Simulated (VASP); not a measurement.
# Ti in VASP: further runs

The runs below take Ti through electric field gradients, with LDA.

Everything below comes from runs of VASP 6.6.1. Logs are shortened: lines on timing, memory, paths and dates and some standing lists are left out, and cuts for length are marked.

### 1 The cell of the first run

It takes space group Fm-3m (No. 225, cubic). Conventional cell: a = 4.140 Å, b = 4.140 Å, c = 4.140 Å, α = 90.00°, β = 90.00°, γ = 90.00°. Within 3.9 Å of Ti (site symmetry m-3m) lie 12 Ti at 2.93 Å.

This isn't the form of Ti at room conditions, which is hcp.

### 2 Electric field gradients, LDA (17.73 Å³/atom)

Contents of INCAR:

```
PREC     = Accurate       # precision mode
ENCUT    = 400            # plane-wave cutoff, eV
EDIFF    = 1E-8           # SCF threshold, eV
ISMEAR   = -1             # smearing method
SIGMA    = 0.05           # smearing width, eV
LREAL    = False          # projectors in reciprocal space
LASPH    = True           # aspherical terms in the spheres
NELM     = 120            # most SCF steps
ALGO     = Normal         # electronic algorithm
ISIF     = 2              # what is computed and relaxed
LWAVE    = False          # write WAVECAR
LCHARG   = False          # write CHGCAR
LEFG     = True         
NBANDS   = 12             # bands
GGA_COMPAT= False
```

Contents of KPOINTS:

```
regular mesh
0
Gamma
  15 15 15
```

Contents of POSCAR:

```
Ti
1.0
    0.0000000000      2.0698140295      2.0698140295
    2.0698140295      0.0000000000      2.0698140295
    2.0698140295      2.0698140295      0.0000000000
Ti
1
Direct
    0.0000000000      0.0000000000      0.0000000000
```

Potentials or basis: VASP PAW LDA potentials, release 64 (Ti_sv).

The run is started by

```bash
$ cat potpaw_LDA.64/Ti_sv/POTCAR > POTCAR
$ mpirun -np 1 vasp_std > vasp.out
```

OUTCAR:

```text
PREC = Accurate
   ENCUT = 400
   EDIFF = 1E-8
   ISMEAR = -1
   LREAL = False
   LASPH = True
   NELM = 120
   ISIF = 2

 ion  position               nearest neighbor table
   1  0.000  0.000  0.000-

  LATTYP: Found a face centered cubic cell.
 ALAT       =     4.1396280590

  Lattice vectors:

 A1 = (   0.0000000000,   2.0698140295,   2.0698140295)
 A2 = (   2.0698140295,   0.0000000000,   2.0698140295)
 A3 = (   2.0698140295,   2.0698140295,   0.0000000000)

Analysis of symmetry for initial positions (statically):
=====================================================================
 Subroutine PRICEL returns:
 Original cell was already a primitive cell.

 Routine SETGRP: Setting up the symmetry group for a
 face centered cubic supercell.

 Subroutine GETGRP returns: Found 48 space group operations
 (whereof 48 operations were pure point group operations)
 out of a pool of 48 trial point group operations.

The static configuration has the point symmetry O_h .

Analysis of symmetry for dynamics (positions and initial velocities):
=====================================================================
 Subroutine PRICEL returns:
 Original cell was already a primitive cell.

 Routine SETGRP: Setting up the symmetry group for a
 face centered cubic supercell.

 Subroutine GETGRP returns: Found 48 space group operations
 (whereof 48 operations were pure point group operations)
 out of a pool of 48 trial point group operations.

The dynamic configuration has the point symmetry O_h .

 Subroutine INISYM returns: Found 48 space group operations
 (whereof 48 operations are pure point group operations),
 and found     1 'primitive' translations

----------------------------------------------------------------------------------------

                                     Primitive cell

  volume of cell :      17.7347

  direct lattice vectors                    reciprocal lattice vectors
     0.000000000  2.069814029  2.069814029    -0.241567596  0.241567596  0.241567596
     2.069814029  0.000000000  2.069814029     0.241567596 -0.241567596  0.241567596
     2.069814029  2.069814029  0.000000000     0.241567596  0.241567596 -0.241567596

  length of vectors
     2.927159072  2.927159072  2.927159072     0.418407350  0.418407350  0.418407350

[... 122 lines left out ...]

  energy without entropy =       -8.42428234  energy(sigma->0) =       -8.43173843

 E-fermi :   7.7691     XC(G=0): -11.6860

 val. band max:        7.7503418127   @ k =  -0.3333   0.0667   0.0000
 cond. band min:       7.7723608551   @ k =   0.2667   0.0667   0.0000
 fundamental gap:      0.0220190425
 Fermi energy:         7.7691247840

 k-point     1 :       0.0000    0.0000    0.0000
  band No.  band energies     occupation
      1     -48.2818      2.00000
      2     -24.5433      2.00000
      3     -24.5433      2.00000
      4     -24.5433      2.00000
      5       1.8216      2.00000
      6       8.5960      0.00000
      7       8.5960      0.00000
      8       8.5960      0.00000
      9      10.1530      0.00000
     10      10.1530      0.00000
     11      22.9997      0.00000
     12      27.2834      0.00000
[... 331 lines left out ...]
 k-point    24 :       0.2000    0.1333    0.0000
  band No.  band energies     occupation
      1     -48.2392      2.00000
      2     -24.7270      2.00000
      3     -24.6005      2.00000
      4     -24.5953      2.00000
      5       3.0174      2.00000
      6       7.8417      0.37927
      7       9.0219      0.00000
      8       9.0885      0.00000
      9       9.5396      0.00000
     10      10.3989      0.00000
     11      23.3031      0.00000
     12      24.1145      0.00000

 [... further k-points ...]

------------------------ aborting loop because EDIFF is reached ----------------------------------------

  FORCE on cell =-STRESS in cart. coord.  units (eV):
  Direction    XX          YY          ZZ          XY          YZ          ZX
  --------------------------------------------------------------------------------------
  -------------------------------------------------------------------------------------
  Total       -1.2280580     -1.2280580     -1.2280580     -0.0000000      0.0000000      0.0000000
  in kB     -110.9444276   -110.9444276   -110.9444276     -0.0000000      0.0000000      0.0000000
  external PRESSURE =    -110.9444276 kB  Pullay stress =       0.0000000 kB

 VOLUME and BASIS-vectors are now :
 -----------------------------------------------------------------------------
  energy-cutoff  :      400.00
  volume of cell :       17.73
      direct lattice vectors                 reciprocal lattice vectors
     0.000000000  2.069814029  2.069814029    -0.241567596  0.241567596  0.241567596
     2.069814029  0.000000000  2.069814029     0.241567596 -0.241567596  0.241567596
     2.069814029  2.069814029  0.000000000     0.241567596  0.241567596 -0.241567596

 POSITION                                       TOTAL-FORCE (eV/Angst)
 -----------------------------------------------------------------------------------
      0.00000      0.00000      0.00000         0.000000      0.000000      0.000000
 -----------------------------------------------------------------------------------
    total drift:                                0.000000      0.000000      0.000000

  FREE ENERGIE OF THE ION-ELECTRON SYSTEM (eV)
  ---------------------------------------------------
  free  energy   TOTEN  =        -8.4391945099 eV

  energy  without entropy=       -8.4242823414  energy(sigma->0) =       -8.43173843

 Electric field gradients (V/A^2)
---------------------------------------------------------------------
 ion       V_xx      V_yy      V_zz      V_xy      V_xz      V_yz
---------------------------------------------------------------------
   1      -0.000     0.000     0.000    -0.000    -0.000    -0.000
---------------------------------------------------------------------

 Electric field gradients after diagonalization (V/A^2)
 (convention: |V_zz| > |V_xx| > |V_yy|)
----------------------------------------------------------------------
 ion       V_xx      V_yy      V_zz     asymmetry (V_yy - V_xx)/ V_zz
----------------------------------------------------------------------
   1       0.000     0.000    -0.000       0.000
----------------------------------------------------------------------

           NMR quadrupolar parameters

 Cq : quadrupolar parameter    Cq=e*Q*V_zz/h
 eta: asymmetry parameters     (V_yy - V_xx)/ V_zz
 Q  : nuclear electric quadrupole moment in mb (millibarn)
----------------------------------------------------------------------
 ion       Cq(MHz)       eta       Q (mb)
----------------------------------------------------------------------
   1      -0.000       0.000       1.000
----------------------------------------------------------------------
```

stdout:

```text
POSCAR found type information on POSCAR Ti
 POSCAR found :  1 types and       1 ions
 scaLAPACK will be used
 LDA part: xc-table for (Slater(with rela. corr.)+CA(PZ))
 , standard interpolation
 POSCAR, INCAR and KPOINTS ok, starting setup
 FFT: planning ... GRIDC
 FFT: planning ... GRID_SOFT
 FFT: planning ... GRID
 WAVECAR not read
 entering main loop
ion   1
```

Wall time 24 s (1 thread of Intel Xeon Platinum 8259CL at 2.50GHz (Skylake/Cascade Lake), shared host); peak memory 0.13 GiB.

Results:

```yaml
Free_energy: -8.4392 eV
Pressure: -11.1 GPa
Band_gap_on_the_k_mesh: zero (bands 6 and 7 overlap by 1.10 eV)
Largest_electric_field_gradient_by_atom: zero within the noise of the run
```

Caveat: the cell stands under tension.

### 3 Electric field gradients, LDA (zz strain of +2 %)

Contents of INCAR:

```
SYSTEM = Ti
  PREC = Accurate
  ENCUT = 400
  EDIFF = 1E-8
  ISMEAR = -1
  SIGMA = 0.05
  LREAL = .FALSE.
  LASPH = .TRUE.
  NELM = 120
  ALGO = Normal
  ISIF = 2
  LWAVE = .FALSE.
  LCHARG = .FALSE.
  GGA = CA
  LEFG = .TRUE.
  NBANDS = 12
  GGA_COMPAT = .FALSE.
```

Contents of KPOINTS:

```
Automatic mesh
0
G
  15 15 15
  0 0 0
```

Contents of POSCAR:

```
Ti
1.0
    0.0000000000      2.0300000000      2.0706000000
    2.0300000000      0.0000000000      2.0706000000
    2.0300000000      2.0300000000      0.0000000000
Ti
1
Direct
    0.0000000000      0.0000000000      0.0000000000
```

Potentials or basis: VASP PAW LDA potentials, release 64 (Ti_sv).

The run is started by

```bash
$ cat potpaw_LDA.64/Ti_sv/POTCAR > POTCAR
$ mpirun -np 1 vasp_std > vasp.out
```

OUTCAR:

```text
SYSTEM = Ti
   PREC = Accurate
   ENCUT = 400
   EDIFF = 1E-8
   ISMEAR = -1
   LREAL = .FALSE.
   LASPH = .TRUE.
   NELM = 120
   ISIF = 2
   GGA = CA

 ion  position               nearest neighbor table
   1  0.000  0.000  0.000-

  LATTYP: Found a body centered tetragonal cell.
 ALAT       =     2.8708535316
 C/A-ratio  =     1.4424978336

  Lattice vectors:

 A1 = (  -2.0300000000,   0.0000000000,   2.0706000000)
 A2 = (   2.0300000000,   0.0000000000,   2.0706000000)
 A3 = (   0.0000000000,   2.0300000000,  -2.0706000000)

Analysis of symmetry for initial positions (statically):
=====================================================================
 Subroutine PRICEL returns:
 Original cell was already a primitive cell.

 Routine SETGRP: Setting up the symmetry group for a
 body centered tetragonal supercell.

 Subroutine GETGRP returns: Found 16 space group operations
 (whereof 16 operations were pure point group operations)
 out of a pool of 16 trial point group operations.
[... 540 lines left out ...]
 -----------------------------------------------------------------------------
  energy-cutoff  :      400.00
  volume of cell :       17.07
      direct lattice vectors                 reciprocal lattice vectors
     0.000000000  2.030000000  2.070600000    -0.246305419  0.246305419  0.241475901
     2.030000000  0.000000000  2.070600000     0.246305419 -0.246305419  0.241475901
     2.030000000  2.030000000  0.000000000     0.246305419  0.246305419 -0.241475901

 POSITION                                       TOTAL-FORCE (eV/Angst)
 -----------------------------------------------------------------------------------
      0.00000      0.00000      0.00000         0.000000      0.000000     -0.000000
 -----------------------------------------------------------------------------------
    total drift:                                0.000000      0.000000      0.000000

  FREE ENERGIE OF THE ION-ELECTRON SYSTEM (eV)
  ---------------------------------------------------
  free  energy   TOTEN  =        -8.4748877895 eV

  energy  without entropy=       -8.4603020156  energy(sigma->0) =       -8.46759490

 Electric field gradients (V/A^2)
---------------------------------------------------------------------
 ion       V_xx      V_yy      V_zz      V_xy      V_xz      V_yz
---------------------------------------------------------------------
   1       0.967     0.967    -1.934     0.001     0.000     0.000
---------------------------------------------------------------------

 Electric field gradients after diagonalization (V/A^2)
 (convention: |V_zz| > |V_xx| > |V_yy|)
----------------------------------------------------------------------
 ion       V_xx      V_yy      V_zz     asymmetry (V_yy - V_xx)/ V_zz
----------------------------------------------------------------------
   1       0.968     0.966    -1.934       0.001
----------------------------------------------------------------------

           NMR quadrupolar parameters

 Cq : quadrupolar parameter    Cq=e*Q*V_zz/h
 eta: asymmetry parameters     (V_yy - V_xx)/ V_zz
 Q  : nuclear electric quadrupole moment in mb (millibarn)
----------------------------------------------------------------------
 ion       Cq(MHz)       eta       Q (mb)
----------------------------------------------------------------------
   1      -0.005       0.001       1.000
----------------------------------------------------------------------
```

Wall time 37 s (1 thread of Intel Xeon Platinum 8259CL at 2.50GHz (Skylake/Cascade Lake), shared host); peak memory 0.14 GiB.

Results:

| Item | Value |
| --- | --- |
| Free energy | -8.4749 eV |
| Pressure | -7.7 GPa |
| Band gap on the k mesh | zero (bands 6 and 7 overlap by 1.08 eV) |
| Largest electric field gradient by atom | Ti -1.9 V/Å² |

Stress tensor (GPa, compression positive):
```
-7.45  0.00  0.00
 0.00 -7.45  0.00
 0.00  0.00 -8.07
```

Electric field gradients, principal values (V/Å²):
```tsv
atom	least	middle	greatest (by size)
1 Ti	0.966	0.968	-1.934
```

Caveat: the cell differs from its parent crystal (zz strain of +2 %); the cell stands under tension; without QUAD_EFG the Cq values of the log hold for a quadrupole moment of 1 mb, not for the nuclei.
